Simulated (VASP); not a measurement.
# SnAuI3 (Pm-3m) in VASP: single point with r2SCAN

Aim: the single point of SnAuI3 with r2SCAN.

Everything below comes from runs of VASP 6.6.1. Logs are shortened: lines on timing, memory, paths and dates and some standing lists are left out, and cuts for length are marked.

## (1) The cell of the first run

The structure is cubic, space group Pm-3m (No. 221). The conventional cell has a = 5.935 Å, b = 5.935 Å, c = 5.935 Å, α = 90.00°, β = 90.00°, γ = 90.00°. Sn (site symmetry m-3m) has 6 I at 2.97 Å within 3.9 Å. Within 3.9 Å of I (site symmetry 4/mmm) lie 2 Sn at 2.97 Å. Within 5.5 Å of Au (site symmetry m-3m) lie 12 I at 4.20 Å and 8 Sn at 5.14 Å.

## (2) Single point, r2SCAN

File POSCAR:

```
SnAuI3
1.0
    5.9348942700      0.0000000000      0.0000000000
    0.0000000000      5.9348942700      0.0000000000
    0.0000000000      0.0000000000      5.9348942700
Sn I Au
1 3 1
Direct
    0.5000000000      0.5000000000      0.5000000000
    0.0000000000      0.5000000000      0.5000000000
    0.5000000000      0.0000000000      0.5000000000
    0.5000000000      0.5000000000      0.0000000000
    0.0000000000      0.0000000000      0.0000000000
```

File INCAR.step1:

```
SYSTEM = SnAuI3
  PREC = Accurate
  ENCUT = 520
  ISMEAR = -1
  SIGMA = 0.1
  LREAL = .FALSE.
  LASPH = .TRUE.
  NELM = 80
  NBANDS = 31
  GGA = PE
  ALGO = Normal
  EDIFF = 1E-4
  LWAVE = .TRUE.
  LCHARG = .FALSE.
```

File INCAR.step2:

```
SYSTEM = SnAuI3
  PREC = Accurate
  ENCUT = 520
  EDIFF = 1E-7
  ISMEAR = -1
  SIGMA = 0.1
  LREAL = .FALSE.
  LASPH = .TRUE.
  NELM = 80
  ALGO = Normal
  ISIF = 2
  LWAVE = .FALSE.
  LCHARG = .FALSE.
  METAGGA = R2SCAN
  LMIXTAU = .TRUE.
  NBANDS = 31
  ISTART = 1
```

File KPOINTS:

```
regular mesh
0
G
  6 6 6
  0 0 0
```

Potentials or basis: VASP PAW PBE potentials, release 64 (Sn_d, I, Au).

The run is started by

```console
cat potpaw_PBE.64/Sn_d/POTCAR potpaw_PBE.64/I/POTCAR potpaw_PBE.64/Au/POTCAR > POTCAR
cp INCAR.step1 INCAR
mpirun -np 1 vasp_std > vasp.out
cp INCAR.step2 INCAR
mpirun -np 1 vasp_std > vasp.out
```

OUTCAR:

```text
SYSTEM = SnAuI3
   PREC = Accurate
   ENCUT = 520
   EDIFF = 1E-7
   ISMEAR = -1
   LREAL = .FALSE.
   LASPH = .TRUE.
   NELM = 80
   ISIF = 2
   METAGGA = R2SCAN
   ISTART = 1

 ion  position               nearest neighbor table
   1  0.500  0.500  0.500-   2 2.97   3 2.97   4 2.97   4 2.97   3 2.97   2 2.97
   2  0.000  0.500  0.500-   1 2.97   1 2.97
   3  0.500  0.000  0.500-   1 2.97   1 2.97
   4  0.500  0.500  0.000-   1 2.97   1 2.97
   5  0.000  0.000  0.000-

  LATTYP: Found a simple cubic cell.
 ALAT       =     5.9348942700

  Lattice vectors:

 A1 = (   5.9348942700,   0.0000000000,   0.0000000000)
 A2 = (   0.0000000000,   5.9348942700,   0.0000000000)
 A3 = (   0.0000000000,   0.0000000000,   5.9348942700)

Analysis of symmetry for initial positions (statically):
=====================================================================
 Subroutine PRICEL returns:
 Original cell was already a primitive cell.

 Routine SETGRP: Setting up the symmetry group for a
 simple cubic supercell.

 Subroutine GETGRP returns: Found 48 space group operations
 (whereof 48 operations were pure point group operations)
 out of a pool of 48 trial point group operations.

The static configuration has the point symmetry O_h .

Analysis of symmetry for dynamics (positions and initial velocities):
=====================================================================
 Subroutine PRICEL returns:
 Original cell was already a primitive cell.

 Routine SETGRP: Setting up the symmetry group for a
 simple cubic supercell.

 Subroutine GETGRP returns: Found 48 space group operations
 (whereof 48 operations were pure point group operations)
 out of a pool of 48 trial point group operations.

The dynamic configuration has the point symmetry O_h .

 Subroutine INISYM returns: Found 48 space group operations
 (whereof 48 operations are pure point group operations),
 and found     1 'primitive' translations

----------------------------------------------------------------------------------------

                                     Primitive cell

  volume of cell :     209.0446

  direct lattice vectors                    reciprocal lattice vectors
     5.934894270  0.000000000  0.000000000     0.168494998  0.000000000  0.000000000
     0.000000000  5.934894270  0.000000000     0.000000000  0.168494998  0.000000000
     0.000000000  0.000000000  5.934894270     0.000000000  0.000000000  0.168494998

  length of vectors
     5.934894270  5.934894270  5.934894270     0.168494998  0.168494998  0.168494998

  position of ions in fractional coordinates (direct lattice)
     0.500000000  0.500000000  0.500000000
     0.000000000  0.500000000  0.500000000
     0.500000000  0.000000000  0.500000000
     0.500000000  0.500000000  0.000000000
     0.000000000  0.000000000  0.000000000

  ion indices of the primitive-cell ions
   primitive index   ion index
                 1           1
                 2           2
                 3           3
                 4           4
                 5           5

----------------------------------------------------------------------------------------

 KPOINTS: regular mesh

Automatic generation of k-mesh.
 Grid dimensions read from file:
 generate k-points for:    6    6    6

 Generating k-lattice:

  Cartesian coordinates                     Fractional coordinates (reciprocal lattice)
     0.028082500  0.000000000  0.000000000     0.166666667  0.000000000  0.000000000
     0.000000000  0.028082500  0.000000000     0.000000000  0.166666667  0.000000000
     0.000000000  0.000000000  0.028082500     0.000000000  0.000000000  0.166666667

  Length of vectors
     0.028082500  0.028082500  0.028082500

  Shift w.r.t. Gamma in fractional coordinates (k-lattice)
     0.000000000  0.000000000  0.000000000

 Subroutine IBZKPT returns following result:
 ===========================================

 Found     20 irreducible k-points:

 Following reciprocal coordinates:
            Coordinates               Weight
  0.000000  0.000000  0.000000      1.000000
  0.166667  0.000000  0.000000      6.000000
  0.333333  0.000000  0.000000      6.000000
  0.500000  0.000000  0.000000      3.000000
  0.166667  0.166667  0.000000     12.000000
  0.333333  0.166667  0.000000     24.000000
[... 12 lines left out ...]
  0.500000  0.500000  0.333333      6.000000
  0.500000  0.500000  0.500000      1.000000
   k-points           NKPTS =     20   k-points in BZ     NKDIM =     20   number of bands    NBANDS=     31
   number of dos      NEDOS =    301   number of ions     NIONS =      5
   total plane-waves  NPLWV = 110592
   dimension x,y,z NGX =    48 NGY =   48 NGZ =   48
   dimension x,y,z NGXF=    96 NGYF=   96 NGZF=   96
   ions per type =               1   3   1
   NGX,Y,Z   is equivalent  to a cutoff of  13.45, 13.45, 13.45 a.u.
   NGXF,Y,Z  is equivalent  to a cutoff of  26.89, 26.89, 26.89 a.u.
 SYSTEM =  SnAuI3
   PREC   = accura    normal or accurate (medium, high low for compatibility)
   ISTART =      1    job   : 0-new  1-cont  2-samecut
   ICHARG =      0    charge: 1-file 2-atom 10-const
   ISPIN  =      1    spin polarized calculation?
   LNONCOLLINEAR =      F non collinear calculations
   LSORBIT =      F    spin-orbit coupling
   LASPH  =      T    aspherical Exc in radial PAW
   ENCUT  =  520.0 eV  38.22 Ry    6.18 a.u.  11.03 11.03 11.03*2*pi/ulx,y,z
   NELM   =     80;   NELMIN=  2; NELMDL=  0     # of ELM steps
   EDIFF  = 0.1E-06   stopping-criterion for ELM
   LREAL  =      F    real-space projection
   EDIFFG = 0.1E-05   stopping-criterion for IOM
   NSW    =      0    number of steps for IOM
   IBRION =     -1    ionic relax: 0-MD 1-quasi-New 2-CG
   NFREE  =      0    steps in history (QN), initial steepest desc. (CG)
   ISIF   =      2    stress and relaxation
   ISYM   =      2    0-nonsym 1-usesym 2-fastsym
   POTIM  = 0.5000    time-step for ionic-motion
   TEBEG  =    0.0;   TEEND  =   0.0 temperature during run
   PSTRESS=    0.0 pullay stress
   NELECT =      46.0000    total number of electrons
   NUPDOWN=      -1.0000    fix difference up-down
   EMIN   =  10.00;   EMAX   =-10.00  energy-range for DOS
   EFERMI =   0.00;   METHOD = LEGACY
   ISMEAR =    -1;   SIGMA  =   0.10  broadening in eV -4-tet -1-fermi 0-gaus
   EFERMI_NEDOS =   21; number of points for ismear=-14 and -15
   IALGO  =     38    algorithm
   IMIX   =      4    mixing-type and parameters
     AMIX     =   0.40;   BMIX     =  1.00
     AMIX_MAG =   1.60;   BMIX_MAG =  1.00
  volume/ion in A,a.u.               =      41.81       282.14
  Fermi-wavevector in a.u.,A,eV,Ry     =   0.988358  1.867727 13.290883  0.976852
  Thomas-Fermi vector in A             =   2.119879
   LORBIT       =      0    0 simple, 1 ext, 2 COOP (PROOUT), +10 PAW based schemes
   METAGGA = R2SCAN    functional components
   LHFCALC =     F    Hartree Fock is set to
   AEXX    =    0.0000 exact exchange contribution
   IVDW    =     0    specifies the selected vdW correction
   LEPSILON=     F    determine dielectric tensor
   LRPA    =     F    only Hartree local field effects (RPA)
 non-spin polarized calculation
  energy-cutoff  :      520.00
  volume of cell :      209.04
 maximum number of plane-waves:      5668
 NGX is ok and might be reduce to    48
   NGX = 23   NGY = 23   NGZ = 23

 number of electron      45.9999983 magnetization

 Free energy of the ion-electron system (eV)
  ---------------------------------------------------
  ext. energy  EPLUGINS =         0.00000000
  ---------------------------------------------------
  free energy    TOTEN  =      -147.61210173 eV

  energy without entropy =     -147.51521585  energy(sigma->0) =     -147.56365879

 E-fermi :   2.2072     XC(G=0):  -8.4156

 val. band max:        2.0426959024   @ k =   0.5000   0.3333   0.3333
 cond. band min:       2.2211956319   @ k =   0.5000   0.3333   0.0000
 fundamental gap:      0.1784997295
 Fermi energy:         2.2071699340

 k-point     1 :       0.0000    0.0000    0.0000
  band No.  band energies     occupation
      1     -20.1407      2.00000
      2     -20.1407      2.00000
      3     -20.0835      2.00000
      4     -20.0835      2.00000
      5     -20.0835      2.00000
      6     -11.1924      2.00000
[... 23 lines left out ...]
     30       8.6399      0.00000
     31       8.6399      0.00000

 k-point     2 :       0.1667    0.0000    0.0000
  band No.  band energies     occupation
      1     -20.1407      2.00000
      2     -20.1399      2.00000
      3     -20.0836      2.00000
      4     -20.0836      2.00000
      5     -20.0835      2.00000
      6     -11.1380      2.00000
[... 23 lines left out ...]
     30       8.7501      0.00000
     31       8.8458      0.00000

 k-point     3 :       0.3333    0.0000    0.0000
  band No.  band energies     occupation
      1     -20.1407      2.00000
      2     -20.1383      2.00000
      3     -20.0838      2.00000
      4     -20.0838      2.00000
      5     -20.0835      2.00000
      6     -10.9961      2.00000
[... 23 lines left out ...]
     30       8.6470      0.00000
     31       8.6470      0.00000

 k-point     4 :       0.5000    0.0000    0.0000
  band No.  band energies     occupation
      1     -20.1407      2.00000
      2     -20.1375      2.00000
      3     -20.0839      2.00000
      4     -20.0839      2.00000
      5     -20.0835      2.00000
      6     -10.8868      2.00000
[... 499 lines left out ...]
     30       8.4542      0.00000
     31      10.0488      0.00000

 k-point    19 :       0.5000    0.5000    0.3333
  band No.  band energies     occupation
      1     -20.1367      2.00000
      2     -20.1358      2.00000
      3     -20.0843      2.00000
      4     -20.0842      2.00000
      5     -20.0842      2.00000
      6     -10.4353      2.00000
[... 23 lines left out ...]
     30       8.1500      0.00000
     31      10.0862      0.00000

 k-point    20 :       0.5000    0.5000    0.5000
  band No.  band energies     occupation
      1     -20.1358      2.00000
      2     -20.1358      2.00000
      3     -20.0842      2.00000
      4     -20.0842      2.00000
      5     -20.0842      2.00000
      6     -10.4051      2.00000
[... 23 lines left out ...]
     30       8.6274      0.00000
     31       9.8492      0.00000

------------------------ aborting loop because EDIFF is reached ----------------------------------------

  FORCE on cell =-STRESS in cart. coord.  units (eV):
  Direction    XX          YY          ZZ          XY          YZ          ZX
  --------------------------------------------------------------------------------------
  -------------------------------------------------------------------------------------
  Total       -0.0066613     -0.0066613     -0.0066613     -0.0000000     -0.0000000      0.0000000
  in kB       -0.0510540     -0.0510540     -0.0510540     -0.0000000     -0.0000000      0.0000000
  external PRESSURE =      -0.0510540 kB  Pullay stress =       0.0000000 kB

 VOLUME and BASIS-vectors are now :
 -----------------------------------------------------------------------------
  energy-cutoff  :      520.00
  volume of cell :      209.04
      direct lattice vectors                 reciprocal lattice vectors
     5.934894270  0.000000000  0.000000000     0.168494998  0.000000000  0.000000000
     0.000000000  5.934894270  0.000000000     0.000000000  0.168494998  0.000000000
     0.000000000  0.000000000  5.934894270     0.000000000  0.000000000  0.168494998

 POSITION                                       TOTAL-FORCE (eV/Angst)
 -----------------------------------------------------------------------------------
      2.96745      2.96745      2.96745         0.000000      0.000000      0.000000
      0.00000      2.96745      2.96745         0.000000      0.000000      0.000000
      2.96745      0.00000      2.96745         0.000000      0.000000      0.000000
      2.96745      2.96745      0.00000         0.000000      0.000000      0.000000
      0.00000      0.00000      0.00000         0.000000      0.000000      0.000000
 -----------------------------------------------------------------------------------
    total drift:                                0.000000     -0.000000     -0.000000

  FREE ENERGIE OF THE ION-ELECTRON SYSTEM (eV)
  ---------------------------------------------------
  free  energy   TOTEN  =      -147.6121017265 eV

  energy  without entropy=     -147.5152158492  energy(sigma->0) =     -147.56365879
```

Wall time 10 min (1 thread of AMD EPYC 7R43 (Zen 3), shared host); peak memory 0.41 GiB.

Results:

```
Free energy            : -147.6121 eV
Pressure               : 0.0 GPa
Band gap on the k mesh : zero (bands 23 and 24 overlap by 0.80 eV)
```

Levels at points of the mesh, in eV from the Fermi level:
```
           k point  band 21  band 22  band 23  band 24  band 25  band 26
(0.00, 0.00, 0.00)    -1.46    -1.46    -1.46    -0.52     5.52     5.52
(0.50, 0.00, 0.00)    -1.23    -1.23    -0.49     0.21     2.58     4.21
(0.50, 0.50, 0.00)    -1.44    -0.70     0.28     0.72     1.93     1.93
(0.50, 0.50, 0.50)    -0.75    -0.75    -0.48     1.45     1.45     1.45
```

Caveat: the PAW data sets were made with another functional, which shifts forces and pressure a little; spin-orbit coupling is left out, which moves the levels of the heavy elements.
